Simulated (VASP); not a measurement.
# Ti (I4/mmm) in VASP: a series of runs

Runs on Ti. Level: LDA. Tasks: single point.

Program: VASP 6.6.1. These are calculated values, not measurements. Logs are shortened: lines on timing, memory, paths and dates and some standing lists are left out, and cuts for length are marked.

## 1. The cell of the first run

The structure is tetragonal, space group I4/mmm (No. 139). Conventional cell: a = 2.871 Å, b = 2.871 Å, c = 4.019 Å, α = 90.00°, β = 90.00°, γ = 90.00°. Within 3.8 Å of Ti (site symmetry 4/mmm) lie 12 Ti at 2.86 to 2.87 Å.

## 2. Single point, LDA (zz strain of -1 %)

INCAR reads:

```
  PREC = Accurate
  ENCUT = 520
  EDIFF = 1E-6
  ISMEAR = -1
  SIGMA = 0.05
  LREAL = F
  LASPH = T
  NELM = 100
  ALGO = Normal
  ISIF = 2
  LWAVE = F
  LCHARG = T
  LELF = T
  LVHAR = T
  NBANDS = 12
```

KPOINTS reads:

```
regular mesh
0
Gamma
  14 14 14
```

POSCAR reads:

```
Ti
1.0
    0.0000000000      2.0300000000      2.0097000000
    2.0300000000      0.0000000000      2.0097000000
    2.0300000000      2.0300000000      0.0000000000
Ti
1
Direct
    0.0000000000      0.0000000000      0.0000000000
```

Potentials or basis: VASP PAW LDA potentials, release 64 (Ti_sv).

Run with:

```
$ cat potpaw_LDA.64/Ti_sv/POTCAR > POTCAR
$ mpirun -np 1 vasp_std > vasp.out
```

OUTCAR:

```text
PREC = Accurate
   ENCUT = 520
   EDIFF = 1E-6
   ISMEAR = -1
   LREAL = F
   LASPH = T
   NELM = 100
   ISIF = 2

 ion  position               nearest neighbor table
   1  0.000  0.000  0.000-

  LATTYP: Found a body centered tetragonal cell.
 ALAT       =     2.8708535316
 C/A-ratio  =     1.4000714267

  Lattice vectors:

 A1 = (   0.0000000000,  -2.0300000000,  -2.0097000000)
 A2 = (   0.0000000000,   2.0300000000,  -2.0097000000)
 A3 = (   2.0300000000,   0.0000000000,   2.0097000000)

Analysis of symmetry for initial positions (statically):
=====================================================================
 Subroutine PRICEL returns:
 Original cell was already a primitive cell.

 Routine SETGRP: Setting up the symmetry group for a
 body centered tetragonal supercell.

 Subroutine GETGRP returns: Found 16 space group operations
 (whereof 16 operations were pure point group operations)
 out of a pool of 16 trial point group operations.

The static configuration has the point symmetry D_4h.

Analysis of symmetry for dynamics (positions and initial velocities):
=====================================================================
 Subroutine PRICEL returns:
 Original cell was already a primitive cell.

 Routine SETGRP: Setting up the symmetry group for a
 body centered tetragonal supercell.

 Subroutine GETGRP returns: Found 16 space group operations
 (whereof 16 operations were pure point group operations)
 out of a pool of 16 trial point group operations.

The dynamic configuration has the point symmetry D_4h.

 Subroutine INISYM returns: Found 16 space group operations
 (whereof 16 operations are pure point group operations),
 and found     1 'primitive' translations

----------------------------------------------------------------------------------------

                                     Primitive cell

  volume of cell :      16.5635

  direct lattice vectors                    reciprocal lattice vectors
     0.000000000  2.030000000  2.009700000    -0.246305419  0.246305419  0.248793352
     2.030000000  0.000000000  2.009700000     0.246305419 -0.246305419  0.248793352
     2.030000000  2.030000000  0.000000000     0.246305419  0.246305419 -0.248793352

  length of vectors
     2.856535330  2.856535330  2.870853532     0.428054729  0.428054729  0.428054729

  position of ions in fractional coordinates (direct lattice)
     0.000000000  0.000000000  0.000000000

  ion indices of the primitive-cell ions
   primitive index   ion index
                 1           1

----------------------------------------------------------------------------------------

 KPOINTS: regular mesh

Automatic generation of k-mesh.
 Grid dimensions read from file:
 generate k-points for:   14   14   14

 Generating k-lattice:

  Cartesian coordinates                     Fractional coordinates (reciprocal lattice)
    -0.017593244  0.017593244  0.017770954     0.071428571  0.000000000  0.000000000
     0.017593244 -0.017593244  0.017770954     0.000000000  0.071428571  0.000000000
     0.017593244  0.017593244 -0.017770954    -0.000000000 -0.000000000  0.071428571

  Length of vectors
     0.030575338  0.030575338  0.030575338

  Shift w.r.t. Gamma in fractional coordinates (k-lattice)
     0.000000000  0.000000000  0.000000000

 Subroutine IBZKPT returns following result:
 ===========================================

 Found    244 irreducible k-points:

 Following reciprocal coordinates:
            Coordinates               Weight
  0.000000  0.000000  0.000000      1.000000
  0.071429  0.000000  0.000000      8.000000
  0.142857 -0.000000  0.000000      8.000000
  0.214286 -0.000000  0.000000      8.000000
  0.285714  0.000000  0.000000      8.000000
  0.357143 -0.000000  0.000000      8.000000
[... 16 lines left out ...]
  0.214286  0.142857  0.000000      8.000000
  0.285714  0.142857  0.000000      8.000000
 [... further k-points ...]
   k-points           NKPTS =    244   k-points in BZ     NKDIM =    244   number of bands    NBANDS=     12
   number of dos      NEDOS =    301   number of ions     NIONS =      1
   total plane-waves  NPLWV =  13824
   dimension x,y,z NGX =    24 NGY =   24 NGZ =   24
   dimension x,y,z NGXF=    48 NGYF=   48 NGZF=   48
   ions per type =               1
   NGX,Y,Z   is equivalent  to a cutoff of  13.97, 13.97, 13.90 a.u.
   NGXF,Y,Z  is equivalent  to a cutoff of  27.94, 27.94, 27.80 a.u.
 SYSTEM =  unknown system
   PREC   = accura    normal or accurate (medium, high low for compatibility)
   ISTART =      0    job   : 0-new  1-cont  2-samecut
   ICHARG =      2    charge: 1-file 2-atom 10-const
   ISPIN  =      1    spin polarized calculation?
   LNONCOLLINEAR =      F non collinear calculations
   LSORBIT =      F    spin-orbit coupling
   LASPH  =      T    aspherical Exc in radial PAW
   ENCUT  =  520.0 eV  38.22 Ry    6.18 a.u.   5.31  5.31  5.34*2*pi/ulx,y,z
   NELM   =    100;   NELMIN=  2; NELMDL= -5     # of ELM steps
   EDIFF  = 0.1E-05   stopping-criterion for ELM
   LREAL  =      F    real-space projection
   EDIFFG = 0.1E-04   stopping-criterion for IOM
   NSW    =      0    number of steps for IOM
   IBRION =     -1    ionic relax: 0-MD 1-quasi-New 2-CG
   NFREE  =      0    steps in history (QN), initial steepest desc. (CG)
   ISIF   =      2    stress and relaxation
   ISYM   =      2    0-nonsym 1-usesym 2-fastsym
   POTIM  = 0.5000    time-step for ionic-motion
   TEBEG  =    0.0;   TEEND  =   0.0 temperature during run
   PSTRESS=    0.0 pullay stress
   NELECT =      12.0000    total number of electrons
   NUPDOWN=      -1.0000    fix difference up-down
   EMIN   =  10.00;   EMAX   =-10.00  energy-range for DOS
   EFERMI =   0.00;   METHOD = LEGACY
   ISMEAR =    -1;   SIGMA  =   0.05  broadening in eV -4-tet -1-fermi 0-gaus
   EFERMI_NEDOS =   21; number of points for ismear=-14 and -15
   IALGO  =     38    algorithm
   IMIX   =      4    mixing-type and parameters
     AMIX     =   0.40;   BMIX     =  1.00
     AMIX_MAG =   1.60;   BMIX_MAG =  1.00
  volume/ion in A,a.u.               =      16.56       111.78
  Fermi-wavevector in a.u.,A,eV,Ry     =   1.470339  2.778538 29.414392  2.161897
  Thomas-Fermi vector in A             =   2.585608
   LORBIT       =      0    0 simple, 1 ext, 2 COOP (PROOUT), +10 PAW based schemes
   GGA     = CA    functional components
   LHFCALC =     F    Hartree Fock is set to
   AEXX    =    0.0000 exact exchange contribution
   IVDW    =     0    specifies the selected vdW correction
   LEPSILON=     F    determine dielectric tensor
   LRPA    =     F    only Hartree local field effects (RPA)
 non-spin polarized calculation
  energy-cutoff  :      520.00
  volume of cell :       16.56
 maximum number of plane-waves:       459
 NGX is ok and might be reduce to    24
   NGX = 11   NGY = 11   NGZ = 11

 number of electron      12.0000001 magnetization

 Free energy of the ion-electron system (eV)
  ---------------------------------------------------
  ext. energy  EPLUGINS =         0.00000000
  ---------------------------------------------------
  free energy    TOTEN  =        -8.49796498 eV

  energy without entropy =       -8.48324099  energy(sigma->0) =       -8.49060299

 E-fermi :   8.4905     XC(G=0): -12.0134

 val. band max:        8.4851061648   @ k =  -0.2857   0.4286   0.2857
 cond. band min:       8.4962428214   @ k =   0.2857   0.0000   0.0000
 fundamental gap:      0.0111366565
 Fermi energy:         8.4905037419

 k-point     1 :       0.0000    0.0000    0.0000
  band No.  band energies     occupation
      1     -47.4484      2.00000
      2     -23.6168      2.00000
      3     -23.6168      2.00000
      4     -23.6152      2.00000
      5       2.3722      2.00000
      6       9.3400      0.00000
      7       9.3400      0.00000
      8       9.4237      0.00000
      9      11.0331      0.00000
     10      11.1302      0.00000
     11      24.1066      0.00000
     12      28.6482      0.00000

 k-point     2 :       0.0714    0.0000    0.0000
  band No.  band energies     occupation
      1     -47.4408      2.00000
      2     -23.6577      2.00000
      3     -23.6222      2.00000
      4     -23.6205      2.00000
      5       2.5450      2.00000
      6       9.2547      0.00000
      7       9.4030      0.00000
      8       9.4656      0.00000
      9      10.9944      0.00000
     10      11.0873      0.00000
     11      24.2605      0.00000
     12      27.4989      0.00000

 k-point     3 :       0.1429   -0.0000    0.0000
  band No.  band energies     occupation
      1     -47.4193      2.00000
      2     -23.7731      2.00000
      3     -23.6373      2.00000
      4     -23.6341      2.00000
      5       3.0419      2.00000
      6       8.9888      0.00009
      7       9.5448      0.00000
      8       9.6069      0.00000
      9      10.9351      0.00000
     10      11.0122      0.00000
     11      24.3782      0.00000
     12      25.6644      0.00000
[... 286 lines left out ...]
 k-point    23 :       0.2143    0.1429    0.0000
  band No.  band energies     occupation
      1     -47.3853      2.00000
      2     -23.8761      2.00000
      3     -23.6993      2.00000
      4     -23.6912      2.00000
      5       3.8254      2.00000
      6       8.4646      1.25319
      7       9.8429      0.00000
      8       9.9460      0.00000
      9      10.4129      0.00000
     10      11.3623      0.00000
     11      24.5447      0.00000
     12      25.3639      0.00000

 k-point    24 :       0.2857    0.1429    0.0000
  band No.  band energies     occupation
      1     -47.3548      2.00000
      2     -24.0233      2.00000
      3     -23.7263      2.00000
      4     -23.7136      2.00000
      5       4.5825      2.00000
      6       8.1875      1.99534
      7       9.5475      0.00000
      8      10.0077      0.00000
      9      10.8512      0.00000
     10      11.6069      0.00000
     11      22.6060      0.00000
     12      25.0865      0.00000

 [... further k-points ...]
[... 5 lines left out ...]
  --------------------------------------------------------------------------------------
  -------------------------------------------------------------------------------------
  Total       -0.4146091     -0.4146091     -0.3877228      0.0000000     -0.0000000     -0.0000000
  in kB      -40.1047798    -40.1047798    -37.5040863      0.0000000     -0.0000000     -0.0000000
  external PRESSURE =     -39.2378820 kB  Pullay stress =       0.0000000 kB

 VOLUME and BASIS-vectors are now :
 -----------------------------------------------------------------------------
  energy-cutoff  :      520.00
  volume of cell :       16.56
      direct lattice vectors                 reciprocal lattice vectors
     0.000000000  2.030000000  2.009700000    -0.246305419  0.246305419  0.248793352
     2.030000000  0.000000000  2.009700000     0.246305419 -0.246305419  0.248793352
     2.030000000  2.030000000  0.000000000     0.246305419  0.246305419 -0.248793352

 POSITION                                       TOTAL-FORCE (eV/Angst)
 -----------------------------------------------------------------------------------
      0.00000      0.00000      0.00000         0.000000      0.000000      0.000000
 -----------------------------------------------------------------------------------
    total drift:                               -0.000000      0.000000     -0.000000

  FREE ENERGIE OF THE ION-ELECTRON SYSTEM (eV)
  ---------------------------------------------------
  free  energy   TOTEN  =        -8.4979649788 eV

  energy  without entropy=       -8.4832409928  energy(sigma->0) =       -8.49060299
```

It took 41 s on 1 thread of Intel Xeon Platinum 8375C at 2.90GHz (Ice Lake), shared host; peak memory 0.16 GiB.

Results:

```
Free energy            : -8.4980 eV
Pressure               : -3.9 GPa
Band gap on the k mesh : zero (bands 6 and 7 overlap by 1.30 eV)
```

Levels at points of the mesh, in eV from the Fermi level:
| k point | band 3 | band 4 | band 5 | band 6 | band 7 | band 8 | band 9 | band 10 |
| --- | --- | --- | --- | --- | --- | --- | --- | --- |
| (0.00, 0.00, 0.00) | -32.11 | -32.11 | -6.12 | 0.85 | 0.85 | 0.93 | 2.54 | 2.64 |
| (0.50, 0.00, 0.00) | -32.21 | -32.20 | -2.69 | 0.69 | 0.78 | 0.87 | 3.75 | 3.79 |
| (0.50, 0.50, 0.00) | -32.40 | -32.40 | -2.74 | -1.87 | 3.27 | 3.73 | 4.08 | 4.08 |
| (0.50, 0.00, 0.50) | -32.39 | -32.38 | -2.75 | -1.85 | 3.08 | 3.74 | 4.05 | 4.11 |

Caveat: the cell differs from its parent crystal (zz strain of -1 %); the cell stands under tension.

(Part 1 of 2 ends here.)
